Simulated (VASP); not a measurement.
Input of a VASP 6.6.1 run:

File POSCAR:

```
LiCl
1.0
    0.0000000000      2.5560369889      2.5560369889
    2.5560369889      0.0000000000      2.5560369889
    2.5560369889      2.5560369889      0.0000000000
Li Cl
1 1
Direct
    0.0000000000      0.0000000000      0.0000000000
    0.5000000000      0.5000000000      0.5000000000
```

The input INCAR.step1:

```
PREC     = Accurate       # precision mode
ENCUT    = 520            # plane-wave cutoff, eV
ISMEAR   = -1             # smearing method
SIGMA    = 0.02           # smearing width, eV
LREAL    = False          # projectors in reciprocal space
LASPH    = True           # aspherical terms in the spheres
NELM     = 100            # most SCF steps
NBANDS   = 12             # bands
GGA      = PE             # functional
ALGO     = Normal         # electronic algorithm
EDIFF    = 1E-4           # SCF threshold, eV
LWAVE    = True           # write WAVECAR
LCHARG   = False          # write CHGCAR
```

Contents of INCAR.step2:

```
PREC     = Accurate       # precision mode
ENCUT    = 520            # plane-wave cutoff, eV
EDIFF    = 1E-7           # SCF threshold, eV
ISMEAR   = -1             # smearing method
SIGMA    = 0.02           # smearing width, eV
LREAL    = False          # projectors in reciprocal space
LASPH    = True           # aspherical terms in the spheres
NELM     = 100            # most SCF steps
ALGO     = Normal         # electronic algorithm
ISIF     = 2              # what is computed and relaxed
LWAVE    = False          # write WAVECAR
LCHARG   = True           # write CHGCAR
METAGGA  = R2SCAN         # meta-GGA
LMIXTAU  = True         
LELF     = True           # ELF
LVHAR    = True         
NBANDS   = 12             # bands
ISTART   = 1
```

File KPOINTS:

```
regular mesh
0
Gamma
  8 8 8
```

Potentials or basis: VASP PAW PBE potentials, release 64 (Li_sv, Cl).

Command:

```bash
$ cat potpaw_PBE.64/Li_sv/POTCAR potpaw_PBE.64/Cl/POTCAR > POTCAR
$ cp INCAR.step1 INCAR
$ mpirun -np 1 vasp_std > vasp.out
$ cp INCAR.step2 INCAR
$ mpirun -np 1 vasp_std > vasp.out
```

(1) What does it give for the band gap on the k mesh?

Answers

(1) 7.36 eV.
